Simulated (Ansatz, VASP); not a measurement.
## TiB2 in VASP and in Ansatz

```xyz
3
Lattice="3.0292 0.0000 0.0000 -1.5146 2.6234 0.0000 0.0000 0.0000 3.2284" Properties=species:S:1:pos:R:3 pbc="T T T"
Ti    0.0000    0.0000    0.0000
B     1.5146    0.8745    1.6142
B     0.0000    1.7489    1.6142
```

Alike in both runs: task relaxation of cell and atoms; functional PBEsol; dispersion D3(BJ); k mesh 10 × 10 × 8; occupations fermi-dirac, width 0.05 eV; no spin polarisation.

|  | VASP | Ansatz |
| --- | --- | --- |
| version | VASP 6.6.1 | Ansatz 0.2.0 |
| potentials or method | VASP PAW PBE potentials, release 64 (Ti_sv, B) | Ansatz PAW |
| plane-wave cutoff (eV) | 600 | 420 |
| valence electrons in the cell | 18 | 18 |

Ansatz gave:

| Item | Value |
| --- | --- |
| relaxed volume (Å³/atom) | 8.15 |
| relaxed length of the cell vector where the two differ most in proportion (Å) | 3.152 |

What did VASP give for the same quantities?

Relaxed volume (Å³/atom): 8.16; relaxed length of the cell vector where the two differ most in proportion (Å): 3.153.

VASP's potentials were made for PBE, not for PBEsol.

Noted on Ansatz's run: the plane-wave basis is chosen anew once the cell has moved, so the energies of steps on either side of that aren't comparable.
